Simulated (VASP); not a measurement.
A run of VASP 6.6.1 is set up as follows.

File INCAR:

```
PREC = Accurate ; ENCUT = 520
EDIFF = 1E-6 ; ISMEAR = -1
SIGMA = 0.05 ; LREAL = Auto
LASPH = T ; NELM = 100
ALGO = Normal ; ISIF = 2
LWAVE = F ; LCHARG = F
GGA = PS ; NBANDS = 144
```

The input KPOINTS:

```
Automatic mesh
0
Gamma
  2 2 2
  0.5 0.5 0.5
```

POSCAR

```
TiSi2
1.0
   -3.5170495929      0.0000000000     -7.1112303616
    5.2755743893      6.6741239618      0.0000000000
    5.2755743893     -6.6741239618      0.0000000000
Ti Si
12 24
Direct
    0.1278600121      0.8198588415      0.6131858747
    0.6258362862      0.6507835147      0.4482976143
    0.1237645183      0.1430943072      0.9323787181
    0.6214992027      0.9727282634      0.7659062134
    0.1175606692      0.4777808900      0.2621936446
    0.6262618103      0.3082048095      0.1066624037
    0.3734085193      0.6926299118      0.8867924726
    0.8705054801      0.5268131796      0.7267619681
    0.3702913372      0.0295128490      0.2139099335
    0.8765761595      0.8609055877      0.0639364229
    0.3702665877      0.3537835256      0.5585525721
    0.8750273418      0.1915846206      0.3895685070
    0.1229455320      0.1491385291      0.2677623372
    0.6247467420      0.9858894917      0.1032317775
    0.1188476476      0.4771753418      0.6104791290
    0.6222710804      0.3164845136      0.4358531386
    0.1264677073      0.8137978469      0.9282299438
    0.6239908953      0.6537160328      0.7776238303
    0.3772894230      0.3505674717      0.2338615183
    0.8678484153      0.1913746974      0.0540088041
    0.3649909886      0.6742140470      0.5624570577
    0.8775435027      0.5273953019      0.4051238241
    0.3753230966      0.0182157884      0.8917433155
    0.8706951800      0.8564058050      0.7368468929
    0.1234988821      0.4666208888      0.9579890472
    0.6213038779      0.2936670847      0.7860618947
    0.1214585882      0.7949811869      0.2881846366
    0.6268673314      0.6319567788      0.1192724146
    0.1305579981      0.1332916190      0.6270265299
    0.6255319788      0.9607106718      0.4624310446
    0.3792183438      0.0484218167      0.5332484424
    0.8758272034      0.8767741390      0.3778956316
    0.3725120500      0.3774910823      0.8735966414
    0.8756204881      0.2095971448      0.7002096984
    0.3711774005      0.7157429445      0.2044782423
    0.8710848454      0.5408448995      0.0401385867
```

Potentials or basis: VASP PAW PBE potentials, release 64 (Ti_sv, Si).

Command:

```bash
$ cat potpaw_PBE.64/Ti_sv/POTCAR potpaw_PBE.64/Si/POTCAR > POTCAR
$ mpirun -np 1 vasp_std > vasp.out
```

Q: What does it give for the band gap on the k mesh?

A: Zero (bands 120 and 121 overlap by 0.11 eV).

Q: Estimate the largest force.

A: 1.123 eV/Å.

Forces in eV/Å, atoms in the order of the input:
```
Ti  -0.936  0.241  0.403
Ti  -0.741  0.397  0.402
Ti   0.782 -0.085 -0.060
Ti   0.649  0.285  0.157
Ti   0.438 -0.633 -0.532
Ti   0.566  0.671  0.252
Ti   0.473 -0.533 -0.090
Ti  -0.070  0.036  0.016
Ti   0.219 -1.074 -0.245
Ti  -0.196  0.300  0.073
Ti   0.396  0.661 -0.299
Ti   0.339 -0.032  0.161
Si  -0.080  0.435  0.235
Si  -0.387  0.126 -0.066
Si  -0.421  0.391 -0.011
Si  -0.114  0.049 -0.378
Si   0.570 -0.036  0.376
Si  -0.713  0.196  0.067
Si   0.163  0.558  0.411
Si  -0.348 -0.497 -0.570
Si   0.263  0.273 -0.240
Si  -0.388 -0.025  0.164
Si   0.370  0.048 -0.242
Si  -0.488 -0.030 -0.352
Si  -0.420 -0.072  0.020
Si   0.080 -0.294 -0.185
Si   0.072 -0.093 -0.211
Si   0.278 -0.575  0.242
Si  -0.455 -0.134  0.347
Si  -0.506  0.501  0.094
Si   0.004 -0.533  0.470
Si   0.089  0.105  0.059
Si   0.141 -0.226 -0.214
Si   0.472 -0.279  0.020
Si  -0.155 -0.301 -0.300
Si   0.058  0.179  0.029
```

Caveat: the k points lie up to 0.44 Å⁻¹ apart; the atoms stand as in a frame of molecular dynamics; the PAW data sets were made with another functional, which shifts forces and pressure a little.
